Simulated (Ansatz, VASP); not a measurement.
ZnSe: VASP beside Ansatz

Contents of POSCAR:

```
ZnSe
1.0
    0.0000000000      2.8338000000      2.8338000000
    2.8338000000      0.0000000000      2.8338000000
    2.8338000000      2.8338000000      0.0000000000
Se Zn
1 1
Direct
    0.7500000000      0.7500000000      0.7500000000
    0.0000000000      0.0000000000      0.0000000000
```

Contents of INCAR.step1:

```
SYSTEM = ZnSe
PREC = Accurate ; ENCUT = 520
EDIFF = 1E-5 ; ISMEAR = 0
SIGMA = 0.1 ; LREAL = .FALSE.
LASPH = .TRUE. ; NELM = 150
ALGO = Normal ; ISIF = 2
LWAVE = .TRUE. ; MAGMOM = 0 0 0 0 0 0
LORBIT = 11 ; LSORBIT = .TRUE.
GGA_COMPAT = .FALSE. ; LORBMOM = .TRUE.
NBANDS = 30 ; GGA = PE
LUSENCCL = .FALSE.
```

The input INCAR.step2:

```
SYSTEM = ZnSe
PREC = Accurate ; ENCUT = 520
EDIFF = 1E-6 ; ISMEAR = 0
SIGMA = 0.1 ; LREAL = .FALSE.
LASPH = .TRUE. ; NELM = 150
ALGO = Normal ; ISIF = 2
LWAVE = .FALSE. ; LCHARG = .TRUE.
MAGMOM = 0 0 0 0 0 0 ; LORBIT = 11
LSORBIT = .TRUE. ; GGA_COMPAT = .FALSE.
LORBMOM = .TRUE. ; GGA = B5
LHFCALC = .TRUE. ; AEXX = 0.2
AGGAX = 0.72 ; AGGAC = 0.81
ALDAC = 0.19 ; PRECFOCK = Normal
LVHAR = .TRUE. ; NBANDS = 30
ISTART = 1 ; LUSENCCL = .FALSE.
```

KPOINTS

```
regular mesh
0
G
  5 5 5
  0 0 0
```

The input input.yaml:

```yaml
crystal:
  lattice:
    - [0.0, 2.8338, 2.8338]
    - [2.8338, 0.0, 2.8338]
    - [2.8338, 2.8338, 0.0]
  atoms:
    - { symbol: Se, position: [0.75, 0.75, 0.75] }
    - { symbol: Zn, position: [0.0, 0.0, 0.0] }
hamiltonian:
  xc: b3lyp5
  pseudopotentials: { kind: paw_fr }
magnetization:
  noncollinear: true
  spin_orbit: true
kpoints:
  mp_grid: { grid: [5, 5, 5] }
scf:
  occupations: { method: gaussian, width: 0.1 }
output:
  forces: true
  stress: true
  eigenvalues: true
```

Alike in both runs: task single point; functional B3LYP5; k mesh 5 × 5 × 5; occupations gaussian, width 0.1 eV; non-collinear spin, spin-orbit coupling.

|  | VASP | Ansatz |
| --- | --- | --- |
| version | VASP 6.6.1 | Ansatz 0.2.0 |
| potentials or method | VASP PAW PBE potentials, release 64 (Se, Zn) | Ansatz PAW |
| plane-wave cutoff (eV) | 520 | 420 |
| valence electrons in the cell | 18 | 28 |

|  | VASP | Ansatz | Ansatz less VASP |
| --- | --- | --- | --- |
| pressure (GPa) | 4.0 | 4.0 | +0.02 |
| net moment per atom (μB) | 0.00 | 0.00 | 0.000 |

VASP's potentials were made for PBE, not for B3LYP5. With one functional, cell and mesh, what is left measures potentials, basis and numerics. VASP's potentials hold 18 valence electrons a cell and Ansatz's 28, so a difference there can come from the potentials and not from the codes.

The k mesh is coarse, so the values compare programs but aren't converged. Noted on Ansatz's run: odd divisions of the mesh miss points on the zone boundary, where band edges often lie, so the gap on the mesh can be too wide.
